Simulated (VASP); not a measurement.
# MnSi (P2_13) in VASP: single point with LDA

Aim: the single point of MnSi with LDA.

All numbers are computed with VASP 6.6.1; they aren't measurements. Logs are shortened: lines on timing, memory, paths and dates and some standing lists are left out, and cuts for length are marked.

### 1 The cell of the first run

Symmetry: P2_13, No. 198, cubic system. Conventional cell: a = 4.427 Å, b = 4.427 Å, c = 4.427 Å, α = 90.00°, β = 90.00°, γ = 90.00°. Mn (site symmetry 3) has 7 Si at 2.24 to 2.47 Å and 6 Mn at 2.72 Å within 3.0 Å. Si (site symmetry 3) has 7 Mn at 2.24 to 2.47 Å and 6 Si at 2.74 Å within 3.0 Å.

### 2 Single point, LDA, collinear spin, ferromagnetic start

Contents of INCAR:

```
SYSTEM = MnSi
ALGO = Normal
EDIFF = 1E-7
ENCUT = 520
ISIF = 2
ISMEAR = -1
ISPIN = 2
LASPH = .True.
LCHARG = .False.
LMAXMIX = 4
LORBIT = 11
LREAL = .False.
LWAVE = .False.
MAGMOM = 4 4 4 4 0 0 0 0
NBANDS = 48
NELM = 150
PREC = Accurate
SIGMA = 0.1
```

Contents of KPOINTS:

```
k-points
0
Gamma
  6 6 6
  0 0 0
```

Contents of POSCAR:

```
MnSi
1.0
    4.4265309952      0.0000000000      0.0000000000
    0.0000000000      4.4265309952      0.0000000000
    0.0000000000      0.0000000000      4.4265309952
Mn Si
4 4
Direct
    0.1373352389      0.1373352389      0.1373352389
    0.3626647611      0.8626647611      0.6373352389
    0.6373352389      0.3626647611      0.8626647611
    0.8626647611      0.6373352389      0.3626647611
    0.8452699908      0.8452699908      0.8452699908
    0.6547300092      0.1547300092      0.3452699908
    0.3452699908      0.6547300092      0.1547300092
    0.1547300092      0.3452699908      0.6547300092
```

Potentials or basis: VASP PAW LDA potentials, release 64 (Mn_pv, Si).

On the command line:

```
> cat potpaw_LDA.64/Mn_pv/POTCAR potpaw_LDA.64/Si/POTCAR > POTCAR
> mpirun -np 1 vasp_std > vasp.out
```

OUTCAR:

```text
SYSTEM = MnSi
   EDIFF = 1E-7
   ENCUT = 520
   ISIF = 2
   ISMEAR = -1
   ISPIN = 2
   LASPH = .True.
   LORBIT = 11
   LREAL = .False.
   NELM = 150
   PREC = Accurate

 ion  position               nearest neighbor table
   1  0.137  0.137  0.137-   5 2.24   6 2.33   7 2.33   8 2.33   7 2.47   8 2.47   6 2.47   3 2.72
                             4 2.72   2 2.72   2 2.72   4 2.72   3 2.72
   2  0.363  0.863  0.637-   6 2.24   5 2.33   7 2.33   8 2.33   7 2.47   8 2.47   5 2.47   1 2.72
                             1 2.72   3 2.72   3 2.72   4 2.72   4 2.72
   3  0.637  0.363  0.863-   7 2.24   6 2.33   5 2.33   8 2.33   8 2.47   6 2.47   5 2.47   1 2.72
                             4 2.72   2 2.72   2 2.72   4 2.72   1 2.72
   4  0.863  0.637  0.363-   8 2.24   6 2.33   7 2.33   5 2.33   6 2.47   5 2.47   7 2.47   1 2.72
                             3 2.72   2 2.72   1 2.72   2 2.72   3 2.72
   5  0.845  0.845  0.845-   1 2.24   2 2.33   3 2.33   4 2.33   3 2.47   4 2.47   2 2.47   6 2.74
                             7 2.74   8 2.74   6 2.74   8 2.74   7 2.74
   6  0.655  0.155  0.345-   2 2.24   1 2.33   3 2.33   4 2.33   3 2.47   4 2.47   1 2.47   8 2.74
                             5 2.74   5 2.74   7 2.74   7 2.74   8 2.74
   7  0.345  0.655  0.155-   3 2.24   2 2.33   1 2.33   4 2.33   4 2.47   2 2.47   1 2.47   8 2.74
                             5 2.74   8 2.74   6 2.74   6 2.74   5 2.74
   8  0.155  0.345  0.655-   4 2.24   2 2.33   3 2.33   1 2.33   2 2.47   1 2.47   3 2.47   7 2.74
                             5 2.74   7 2.74   5 2.74   6 2.74   6 2.74

  LATTYP: Found a simple cubic cell.
 ALAT       =     4.4265309952

  Lattice vectors:

 A1 = (   4.4265309952,   0.0000000000,   0.0000000000)
 A2 = (   0.0000000000,   4.4265309952,   0.0000000000)
 A3 = (   0.0000000000,   0.0000000000,   4.4265309952)

Analysis of symmetry for initial positions (statically):
=====================================================================
 Subroutine PRICEL returns:
 Original cell was already a primitive cell.

 Routine SETGRP: Setting up the symmetry group for a
 simple cubic supercell.

 Subroutine GETGRP returns: Found 12 space group operations
 (whereof  3 operations were pure point group operations)
 out of a pool of 48 trial point group operations.

The static configuration has the point symmetry C_3 .
 The point group associated with its full space group is T   .

Analysis of symmetry for dynamics (positions and initial velocities):
=====================================================================
 Subroutine PRICEL returns:
 Original cell was already a primitive cell.

 Routine SETGRP: Setting up the symmetry group for a
 simple cubic supercell.

 Subroutine GETGRP returns: Found 12 space group operations
 (whereof  3 operations were pure point group operations)
 out of a pool of 48 trial point group operations.

The dynamic configuration has the point symmetry C_3 .
 The point group associated with its full space group is T   .

Analysis of structural, dynamic, and magnetic symmetry:
=====================================================================
 Subroutine PRICEL returns:
 Original cell was already a primitive cell.

 Routine SETGRP: Setting up the symmetry group for a
 simple cubic supercell.

 Subroutine GETGRP returns: Found 12 space group operations
 (whereof  3 operations were pure point group operations)
 out of a pool of 48 trial point group operations.

The overall configuration has the point symmetry C_3 .
 The point group associated with its full space group is T   .

 Subroutine INISYM returns: Found 12 space group operations
 (whereof  3 operations are pure point group operations),
 and found     1 'primitive' translations

----------------------------------------------------------------------------------------

                                     Primitive cell

  volume of cell :      86.7342

  direct lattice vectors                    reciprocal lattice vectors
     4.426530995  0.000000000  0.000000000     0.225910538  0.000000000  0.000000000
     0.000000000  4.426530995  0.000000000     0.000000000  0.225910538  0.000000000
     0.000000000  0.000000000  4.426530995     0.000000000  0.000000000  0.225910538

  length of vectors
     4.426530995  4.426530995  4.426530995     0.225910538  0.225910538  0.225910538

  position of ions in fractional coordinates (direct lattice)
     0.137335239  0.137335239  0.137335239
[... 80 lines left out ...]
   PREC   = accura    normal or accurate (medium, high low for compatibility)
   ISTART =      0    job   : 0-new  1-cont  2-samecut
   ICHARG =      2    charge: 1-file 2-atom 10-const
   ISPIN  =      2    spin polarized calculation?
   LNONCOLLINEAR =      F non collinear calculations
   LSORBIT =      F    spin-orbit coupling
   LASPH  =      T    aspherical Exc in radial PAW
   ENCUT  =  520.0 eV  38.22 Ry    6.18 a.u.   8.23  8.23  8.23*2*pi/ulx,y,z
   NELM   =    150;   NELMIN=  2; NELMDL= -5     # of ELM steps
   EDIFF  = 0.1E-06   stopping-criterion for ELM
   LREAL  =      F    real-space projection
   EDIFFG = 0.1E-05   stopping-criterion for IOM
   NSW    =      0    number of steps for IOM
   IBRION =     -1    ionic relax: 0-MD 1-quasi-New 2-CG
   NFREE  =      0    steps in history (QN), initial steepest desc. (CG)
   ISIF   =      2    stress and relaxation
   ISYM   =      2    0-nonsym 1-usesym 2-fastsym
   POTIM  = 0.5000    time-step for ionic-motion
   TEBEG  =    0.0;   TEEND  =   0.0 temperature during run
   PSTRESS=    0.0 pullay stress
   NELECT =      68.0000    total number of electrons
   NUPDOWN=      -1.0000    fix difference up-down
   EMIN   =  10.00;   EMAX   =-10.00  energy-range for DOS
   EFERMI =   0.00;   METHOD = LEGACY
   ISMEAR =    -1;   SIGMA  =   0.10  broadening in eV -4-tet -1-fermi 0-gaus
   EFERMI_NEDOS =   21; number of points for ismear=-14 and -15
   IALGO  =     38    algorithm
   IMIX   =      4    mixing-type and parameters
     AMIX     =   0.40;   BMIX     =  1.00
     AMIX_MAG =   1.60;   BMIX_MAG =  1.00
  volume/ion in A,a.u.               =      10.84        73.16
  Fermi-wavevector in a.u.,A,eV,Ry     =   1.509550  2.852637 31.004174  2.278742
  Thomas-Fermi vector in A             =   2.619858
   LORBIT       =     11    0 simple, 1 ext, 2 COOP (PROOUT), +10 PAW based schemes
   GGA     = CA    functional components
   LHFCALC =     F    Hartree Fock is set to
   AEXX    =    0.0000 exact exchange contribution
   IVDW    =     0    specifies the selected vdW correction
   LEPSILON=     F    determine dielectric tensor
   LRPA    =     F    only Hartree local field effects (RPA)
 spin polarized calculation
  energy-cutoff  :      520.00
  volume of cell :       86.73
 maximum number of plane-waves:      2360
 NGX is ok and might be reduce to    36
   NGX = 17   NGY = 17   NGZ = 17

 number of electron      68.0000000 magnetization      16.0000000

 number of electron      67.9999977 magnetization       1.3470153

 Free energy of the ion-electron system (eV)
  ---------------------------------------------------
  ext. energy  EPLUGINS =         0.00000000
  ---------------------------------------------------
  free energy    TOTEN  =       -68.90248399 eV

  energy without entropy =      -68.63171509  energy(sigma->0) =      -68.76709954

 E-fermi :  11.8183     XC(G=0): -13.3438

 val. band max:       11.8181702148   @ k =   0.3333   0.1667   0.1667
 cond. band min:      11.8189551674   @ k =   0.1667   0.1667   0.0000
 fundamental gap:      0.0007849526
 Fermi energy:        11.8182667589

 spin component 1

 k-point     1 :       0.0000    0.0000    0.0000
  band No.  band energies     occupation
      1     -35.7315      1.00000
      2     -35.7315      1.00000
      3     -35.7315      1.00000
      4     -35.6720      1.00000
      5     -35.6720      1.00000
      6     -35.6720      1.00000
[... 1165 lines left out ...]
     45      18.2838      0.00000
     46      18.2838      0.00000
 Fermi energy:        11.8182667589

 spin component 2

 k-point     1 :       0.0000    0.0000    0.0000
  band No.  band energies     occupation
      1     -35.3902      1.00000
      2     -35.3902      1.00000
      3     -35.3902      1.00000
      4     -35.3581      1.00000
      5     -35.3581      1.00000
      6     -35.3581      1.00000
[... 1165 lines left out ...]
     45      18.3805      0.00000
     46      18.3805      0.00000
 [bands above 46 left out]

------------------------ aborting loop because EDIFF is reached ----------------------------------------

  FORCE on cell =-STRESS in cart. coord.  units (eV):
  Direction    XX          YY          ZZ          XY          YZ          ZX
  --------------------------------------------------------------------------------------
  -------------------------------------------------------------------------------------
  Total        0.0046809      0.0046809      0.0046809     -0.0000000     -0.0000000     -0.0000000
  in kB        0.0864668      0.0864668      0.0864668     -0.0000000     -0.0000000     -0.0000000
  external PRESSURE =       0.0864668 kB  Pullay stress =       0.0000000 kB

 VOLUME and BASIS-vectors are now :
 -----------------------------------------------------------------------------
  energy-cutoff  :      520.00
  volume of cell :       86.73
      direct lattice vectors                 reciprocal lattice vectors
     4.426530995  0.000000000  0.000000000     0.225910538  0.000000000  0.000000000
     0.000000000  4.426530995  0.000000000     0.000000000  0.225910538  0.000000000
     0.000000000  0.000000000  4.426530995     0.000000000  0.000000000  0.225910538

 POSITION                                       TOTAL-FORCE (eV/Angst)
 -----------------------------------------------------------------------------------
      0.60792      0.60792      0.60792         0.020630      0.020630      0.020630
      1.60535      3.81861      2.82118        -0.020630     -0.020630      0.020630
      2.82118      1.60535      3.81861         0.020630     -0.020630     -0.020630
      3.81861      2.82118      1.60535        -0.020630      0.020630     -0.020630
      3.74161      3.74161      3.74161         0.010731      0.010731      0.010731
      2.89818      0.68492      1.52835        -0.010731     -0.010731      0.010731
      1.52835      2.89818      0.68492         0.010731     -0.010731     -0.010731
      0.68492      1.52835      2.89818        -0.010731      0.010731     -0.010731
 -----------------------------------------------------------------------------------
    total drift:                               -0.000000      0.000000      0.000000

  FREE ENERGIE OF THE ION-ELECTRON SYSTEM (eV)
  ---------------------------------------------------
  free  energy   TOTEN  =       -68.9024839897 eV

  energy  without entropy=      -68.6317150902  energy(sigma->0) =      -68.76709954

 total charge

# of ion       s       p       d       tot
------------------------------------------
    1        0.356   6.424   5.390  12.170
    2        0.356   6.424   5.390  12.170
    3        0.356   6.424   5.390  12.170
    4        0.356   6.424   5.390  12.170
    5        0.752   0.950   0.000   1.702
    6        0.752   0.950   0.000   1.702
    7        0.752   0.950   0.000   1.702
    8        0.752   0.950   0.000   1.702
--------------------------------------------------
tot          4.431  29.498  21.560  55.490

 magnetization (x)

# of ion       s       p       d       tot
------------------------------------------
    1       -0.000   0.002   0.344   0.346
    2       -0.000   0.002   0.344   0.346
    3       -0.000   0.002   0.344   0.346
    4       -0.000   0.002   0.344   0.346
    5       -0.003  -0.009   0.000  -0.012
    6       -0.003  -0.009   0.000  -0.012
    7       -0.003  -0.009   0.000  -0.012
    8       -0.003  -0.009   0.000  -0.012
--------------------------------------------------
tot         -0.013  -0.029   1.377   1.335
```

Wall time 3.9 min (1 thread of AMD EPYC 7R13 (Zen 3), shared host); peak memory 0.24 GiB.

What came out:

```
Free energy                                           : -68.9025 eV
Pressure                                              : 0.0 GPa
Largest force                                         : 0.036 eV/Å
Net moment                                            : 1.35 μB per cell
Site moments                                          : Mn +0.35; Si -0.01 μB
Valence electrons inside the program's atomic spheres : Mn 12.17; Si 1.70
```

Forces on the atoms (eV/Å):
```
Mn   0.021  0.021  0.021
Mn  -0.021 -0.021  0.021
Mn   0.021 -0.021 -0.021
Mn  -0.021  0.021 -0.021
Si   0.011  0.011  0.011
Si  -0.011 -0.011  0.011
Si   0.011 -0.011 -0.011
Si  -0.011  0.011 -0.011
```
